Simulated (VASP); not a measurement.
C, 5 atoms in the cell. Symmetry: Cmmm, No. 65, orthorhombic system. The conventional cell has a = 2.961 Å, b = 7.303 Å, c = 5.484 Å, α = 90.00°, β = 90.00°, γ = 90.00°. Within 2.0 Å of C (site symmetry 2) lie 3 C at 1.48 Å. C (site symmetry mmm) has 8 C at 2.11 Å within 2.8 Å. 

- Program: VASP 6.6.1
- Task: single point
- Functional: PBE
- Potentials or basis: VASP PAW PBE potentials, release 64 (C)
- Cutoff: 520 eV
- k mesh: 14 × 14 × 8
- Occupations: gaussian, width 0.1 eV
- Spin: no spin polarisation
- Dipole correction: no
- Further INCAR settings: ALGO = Normal; EDIFF = 1e-06; NBANDS = 18

Potentials or basis: VASP PAW PBE potentials, release 64 (C).

Launch:

```bash
$ cat potpaw_PBE.64/C/POTCAR > POTCAR
$ mpirun -np 1 vasp_std > vasp.out
```

Hardware: 1 thread of AMD EPYC 7R43 64-Core Processor (Zen 3), on a shared host.

Question: Estimate the wall time of this run.

Answer: Run time: 4.8 min on 1 thread of AMD EPYC 7R43 64-Core Processor (Zen 3), with other jobs on the host, peak memory 0.29 GiB. Counts: scf iterations 14, k points 285.
